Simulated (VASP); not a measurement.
GaO: electric field gradients with PBE

The system is GaO.

```
Ga O
1.0
     3.10466    0.00000    0.00000
    -1.55233    2.68872    0.00000
     0.00000    0.00000   13.91460
Ga O
4 4
Direct
  0.33333 0.66667 0.15997
  0.66667 0.33333 0.65997
  0.33333 0.66667 0.34003
  0.66667 0.33333 0.84003
  0.33333 0.66667 0.60767
  0.66667 0.33333 0.10767
  0.33333 0.66667 0.89233
  0.66667 0.33333 0.39233
```

| Item | Value |
| --- | --- |
| Program | VASP 6.6.1 |
| Task | electric field gradients |
| Functional | PBE |
| Potentials or basis | VASP PAW PBE potentials, release 64 (Ga_d, O) |
| Cutoff | 520 eV |
| k mesh | 12 × 12 × 2 |
| Occupations | gaussian, width 0.01 eV |
| Spin | no spin polarisation |
| Dipole correction | no |
| Further INCAR settings | ALGO = Normal; EDIFF = 1e-08; NBANDS = 48 |

```json
{"Pressure": "0.4 GPa", "Largest force": "0.048 eV/Å", "Band gap on the k mesh": "1.19 eV, indirect (least direct gap 1.36 eV)"}
```

Forces on the atoms (eV/Å):
```
Ga   0.000  0.000  0.044
Ga   0.000  0.000  0.044
Ga   0.000  0.000 -0.044
Ga   0.000  0.000 -0.044
O    0.000  0.000 -0.048
O    0.000  0.000 -0.048
O    0.000  0.000  0.048
O    0.000  0.000  0.048
```

Stress tensor (GPa, compression positive):
```
0.61 0.00 0.00
0.00 0.61 0.00
0.00 0.00 0.10
```

Levels at points of the mesh, in eV from the valence-band top:
```tsv
k point	band 35	band 36	band 37	band 38	band 39	band 40	band 41	band 42
(0.00, 0.00, 0.00)	-2.00	-2.00	-1.08	-0.17	1.19	1.98	4.39	4.73
(0.50, 0.00, 0.00)	-2.37	-2.20	-0.42	-0.22	2.70	2.98	5.32	5.37
(0.00, 0.00, 0.50)	-2.01	-2.01	-0.65	-0.65	1.63	1.63	4.57	4.57
(0.50, 0.00, 0.50)	-2.28	-2.28	-0.32	-0.32	2.83	2.83	5.36	5.36
```

Electric field gradients, principal values (V/Å²):
```
atom   least  middle  greatest (by size)
1 Ga  23.608  23.608             -47.216
2 Ga  23.608  23.608             -47.216
3 Ga  23.608  23.608             -47.216
4 Ga  23.608  23.608             -47.216
 5 O  35.090  35.094             -70.184
 6 O  35.090  35.094             -70.184
 7 O  35.090  35.094             -70.184
 8 O  35.090  35.094             -70.184
```

Run time: 2.3 min on 1 thread of Intel(R) Xeon(R) Platinum 8559C (Emerald Rapids), on a shared host, peak memory 0.31 GiB.

Caveat: without QUAD_EFG the Cq values of the log hold for a quadrupole moment of 1 mb, not for the nuclei. A k mesh can miss the band edges.
